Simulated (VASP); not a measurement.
# Si4O7 (a cell with a defect) in VASP: further runs, part 2 of 2

VASP 6.6.1. The steps go on from the part before.

**3. Single point, PBE**

INCAR

```
SYSTEM = Si4O7
PREC = Accurate
ENCUT = 520
EDIFF = 1E-6
ISMEAR = 0
SIGMA = 0.05
LREAL = .FALSE.
LASPH = .TRUE.
NELM = 80
ALGO = Normal
ISIF = 2
LWAVE = .FALSE.
LCHARG = .FALSE.
GGA = PE
NBANDS = 40
```

KPOINTS

```
regular mesh
0
G
  6 6 6
  0 0 0
```

POSCAR

```
Si4O7
1.0
    0.0000000000      4.2357990674     -2.6899428419
    0.0000000000     -4.2357990674     -2.6899428419
   -4.2357990674      0.0000000000      2.6899428419
Si O
4 7
Direct
    0.2500000000      0.7500000000      0.5000000000
    0.7500000000      0.2500000000      0.5000000000
    0.0000000000      0.0000000000      1.0000000000
    0.5000000000      0.5000000000      1.0000000000
    1.0000000000      0.3069827092      0.3069827092
    0.5569827092      0.7500000000      0.8069827092
    0.0569827092      0.2500000000      0.8069827092
    0.0000000000      0.6930172908      0.6930172908
    0.4791330169      0.0965086454      0.5756416623
    0.9430172908      0.7500000000      0.1930172908
    0.4430172908      0.2500000000      0.1930172908
```

Potentials or basis: VASP PAW PBE potentials, release 64 (Si, O).

Started as:

```console
> cat potpaw_PBE.64/Si/POTCAR potpaw_PBE.64/O/POTCAR > POTCAR
> mpirun -np 1 vasp_std > vasp.out
```

OUTCAR:

```text
SYSTEM = Si4O7
   PREC = Accurate
   ENCUT = 520
   EDIFF = 1E-6
   ISMEAR = 0
   LREAL = .FALSE.
   LASPH = .TRUE.
   NELM = 80
   ISIF = 2
   GGA = PE

 ion  position               nearest neighbor table
   1  0.250  0.750  0.500-   9 1.47   8 1.77   5 1.77   6 1.84  10 1.84   2 2.69   2 2.69
   2  0.750  0.250  0.500-   9 1.47   8 1.77   5 1.77   7 1.84  11 1.84   1 2.69   1 2.69
   3  0.000  0.000  0.000-   6 1.77   7 1.77  10 1.77  11 1.77   5 1.84   8 1.84   4 2.69   4 2.69

   4  0.500  0.500  0.000-   6 1.77   7 1.77  10 1.77  11 1.77   9 2.42   3 2.69   3 2.69
   5  0.000  0.307  0.307-   1 1.77   2 1.77   3 1.84
   6  0.557  0.750  0.807-   3 1.77   4 1.77   1 1.84
   7  0.057  0.250  0.807-   3 1.77   4 1.77   2 1.84
   8  0.000  0.693  0.693-   1 1.77   2 1.77   3 1.84
   9  0.479  0.097  0.576-   1 1.47   2 1.47   4 2.42
  10  0.943  0.750  0.193-   3 1.77   4 1.77   1 1.84
  11  0.443  0.250  0.193-   3 1.77   4 1.77   2 1.84

  LATTYP: Found a body centered tetragonal cell.
 ALAT       =     5.9903244886
 C/A-ratio  =     0.8980958701

  Lattice vectors:

 A1 = (   0.0000000000,   4.2357990674,  -2.6899428419)
 A2 = (   0.0000000000,  -4.2357990674,  -2.6899428419)
 A3 = (  -4.2357990674,   0.0000000000,   2.6899428419)

Analysis of symmetry for initial positions (statically):
=====================================================================
 Subroutine PRICEL returns:
 Original cell was already a primitive cell.

 Routine SETGRP: Setting up the symmetry group for a
 body centered tetragonal supercell.

 Subroutine GETGRP returns: Found  2 space group operations
 (whereof  2 operations were pure point group operations)
 out of a pool of 16 trial point group operations.

The static configuration has the point symmetry C_1h.

Analysis of symmetry for dynamics (positions and initial velocities):
=====================================================================
 Subroutine PRICEL returns:
 Original cell was already a primitive cell.

 Routine SETGRP: Setting up the symmetry group for a
 body centered tetragonal supercell.

 Subroutine GETGRP returns: Found  2 space group operations
 (whereof  2 operations were pure point group operations)
 out of a pool of 16 trial point group operations.

The dynamic configuration has the point symmetry C_1h.

 Subroutine INISYM returns: Found  2 space group operations
 (whereof  2 operations are pure point group operations),
 and found     1 'primitive' translations

----------------------------------------------------------------------------------------

                                     Primitive cell

  volume of cell :      96.5259

  direct lattice vectors                    reciprocal lattice vectors
     0.000000000  4.235799067 -2.689942842    -0.118041482  0.118041482 -0.185877556
     0.000000000 -4.235799067 -2.689942842    -0.118041482 -0.118041482 -0.185877556
    -4.235799067  0.000000000  2.689942842    -0.236082964  0.000000000  0.000000000

  length of vectors
     5.017747127  5.017747127  5.017747127     0.249836044  0.249836044  0.236082964

  position of ions in fractional coordinates (direct lattice)
     0.250000000  0.750000000  0.500000000
[... 78 lines left out ...]
   k-points           NKPTS =     68   k-points in BZ     NKDIM =     68   number of bands    NBANDS=     40
   number of dos      NEDOS =    301   number of ions     NIONS =     11
   total plane-waves  NPLWV =  64000
   dimension x,y,z NGX =    40 NGY =   40 NGZ =   40
   dimension x,y,z NGXF=    80 NGYF=   80 NGZF=   80
   ions per type =               4   7
   NGX,Y,Z   is equivalent  to a cutoff of  13.25, 13.25, 13.25 a.u.
   NGXF,Y,Z  is equivalent  to a cutoff of  26.51, 26.51, 26.51 a.u.
 SYSTEM =  Si4O7
   PREC   = accura    normal or accurate (medium, high low for compatibility)
   ISTART =      0    job   : 0-new  1-cont  2-samecut
   ICHARG =      2    charge: 1-file 2-atom 10-const
   ISPIN  =      1    spin polarized calculation?
   LNONCOLLINEAR =      F non collinear calculations
   LSORBIT =      F    spin-orbit coupling
   LASPH  =      T    aspherical Exc in radial PAW
   ENCUT  =  520.0 eV  38.22 Ry    6.18 a.u.   9.33  9.33  9.33*2*pi/ulx,y,z
   NELM   =     80;   NELMIN=  2; NELMDL= -5     # of ELM steps
   EDIFF  = 0.1E-05   stopping-criterion for ELM
   LREAL  =      F    real-space projection
   EDIFFG = 0.1E-04   stopping-criterion for IOM
   NSW    =      0    number of steps for IOM
   IBRION =     -1    ionic relax: 0-MD 1-quasi-New 2-CG
   NFREE  =      0    steps in history (QN), initial steepest desc. (CG)
   ISIF   =      2    stress and relaxation
   ISYM   =      2    0-nonsym 1-usesym 2-fastsym
   POTIM  = 0.5000    time-step for ionic-motion
   TEBEG  =    0.0;   TEEND  =   0.0 temperature during run
   PSTRESS=    0.0 pullay stress
   NELECT =      58.0000    total number of electrons
   NUPDOWN=      -1.0000    fix difference up-down
   EMIN   =  10.00;   EMAX   =-10.00  energy-range for DOS
   EFERMI =   0.00;   METHOD = LEGACY
   ISMEAR =     0;   SIGMA  =   0.05  broadening in eV -4-tet -1-fermi 0-gaus
   EFERMI_NEDOS =   21; number of points for ismear=-14 and -15
   IALGO  =     38    algorithm
   IMIX   =      4    mixing-type and parameters
     AMIX     =   0.40;   BMIX     =  1.00
     AMIX_MAG =   1.60;   BMIX_MAG =  1.00
  volume/ion in A,a.u.               =       8.78        59.22
  Fermi-wavevector in a.u.,A,eV,Ry     =   1.381453  2.610568 25.965543  1.908414
  Thomas-Fermi vector in A             =   2.506236
   LORBIT       =      0    0 simple, 1 ext, 2 COOP (PROOUT), +10 PAW based schemes
   GGA     = PE    functional components
   LHFCALC =     F    Hartree Fock is set to
   AEXX    =    0.0000 exact exchange contribution
   IVDW    =     0    specifies the selected vdW correction
   LEPSILON=     F    determine dielectric tensor
   LRPA    =     F    only Hartree local field effects (RPA)
 non-spin polarized calculation
 Gauss-broadening in eV      SIGMA  =   0.05
  energy-cutoff  :      520.00
  volume of cell :       96.53
 maximum number of plane-waves:      2644
 NGX is ok and might be reduce to    40
   NGX = 19   NGY = 19   NGZ = 19

 number of electron      58.0000012 magnetization

 Free energy of the ion-electron system (eV)
  ---------------------------------------------------
  ext. energy  EPLUGINS =         0.00000000
  ---------------------------------------------------
  free energy    TOTEN  =       -77.59385996 eV

  energy without entropy =      -77.59385996  energy(sigma->0) =      -77.59385996

 E-fermi :  10.7209     XC(G=0): -11.6793

 val. band max:       10.4686926056   @ k =  -0.3333  -0.3333   0.3333
 cond. band min:      11.4747274469   @ k =  -0.3333   0.3333   0.3333
 fundamental gap:      1.0060348412
 Fermi energy:        10.7209365448

 k-point     1 :       0.0000    0.0000    0.0000
  band No.  band energies     occupation
      1     -15.4112      2.00000
      2     -13.5866      2.00000
      3     -12.3271      2.00000
      4     -11.8526      2.00000
      5     -11.7395      2.00000
      6     -11.4730      2.00000
[... 1021 lines left out ...]
     39      17.7063      0.00000
     40      18.5982      0.00000

 [... further k-points ...]

------------------------ aborting loop because EDIFF is reached ----------------------------------------

  FORCE on cell =-STRESS in cart. coord.  units (eV):
  Direction    XX          YY          ZZ          XY          YZ          ZX
  --------------------------------------------------------------------------------------
  -------------------------------------------------------------------------------------
  Total        4.3363841      5.0044196     23.7575209     -0.0763835      0.0000000      0.0000000
  in kB       71.9771384     83.0654738    394.3373873     -1.2678457      0.0000000      0.0000000
  external PRESSURE =     183.1266665 kB  Pullay stress =       0.0000000 kB

 VOLUME and BASIS-vectors are now :
 -----------------------------------------------------------------------------
  energy-cutoff  :      520.00
  volume of cell :       96.53
      direct lattice vectors                 reciprocal lattice vectors
     0.000000000  4.235799067 -2.689942842    -0.118041482  0.118041482 -0.185877556
     0.000000000 -4.235799067 -2.689942842    -0.118041482 -0.118041482 -0.185877556
    -4.235799067  0.000000000  2.689942842    -0.236082964  0.000000000  0.000000000

 POSITION                                       TOTAL-FORCE (eV/Angst)
 -----------------------------------------------------------------------------------
     -2.11790     -2.11790     -1.34497         3.603523      4.366138      7.540340
     -2.11790      2.11790     -1.34497         3.603523      4.366138     -7.540340
      0.00000      0.00000      0.00000        -0.262531     -0.096307      0.000000
      0.00000      0.00000     -2.68994        -3.319128     -3.174526      0.000000
     -1.30032     -1.30032      0.00000         0.171840      0.169153      0.000000
     -3.41822     -0.81758     -1.34497         0.952496      0.283470     -0.297653
     -3.41822     -0.81758      1.34497         0.952496      0.283470      0.297653
     -2.93548     -2.93548      0.00000        -0.104385     -0.092644      0.000000
     -2.43830      1.62072      0.00000        -8.055146     -7.348410      0.000000
     -0.81758      0.81758     -4.03491         1.228657      0.621759      0.514398
     -0.81758      0.81758     -1.34497         1.228657      0.621759     -0.514398
 -----------------------------------------------------------------------------------
    total drift:                                0.000171      0.000188     -0.000001

  FREE ENERGIE OF THE ION-ELECTRON SYSTEM (eV)
  ---------------------------------------------------
  free  energy   TOTEN  =       -77.5938599646 eV

  energy  without entropy=      -77.5938599646  energy(sigma->0) =      -77.59385996
```

It took 4.1 min on 1 thread of Intel Xeon Platinum 8488C (Sapphire Rapids), shared host; peak memory 0.34 GiB.

Results:

```yaml
Free_energy: -77.5939 eV
Pressure: 18.3 GPa
Largest_force: 10.903 eV/Å
Band_gap_on_the_k_mesh: 1.01 eV
```

Forces on the atoms (eV/Å):
```
Si   3.604  4.366  7.540
Si   3.604  4.366 -7.540
Si  -0.263 -0.096  0.000
Si  -3.319 -3.175  0.000
O    0.172  0.169  0.000
O    0.952  0.283 -0.298
O    0.952  0.283  0.298
O   -0.104 -0.093  0.000
O   -8.055 -7.348  0.000
O    1.229  0.622  0.514
O    1.229  0.622 -0.514
```

Caveat: the cell differs from its parent crystal (atoms taken out, atom 9 moved 0.250 of the way to it and -0.125 Å across, host rigid).
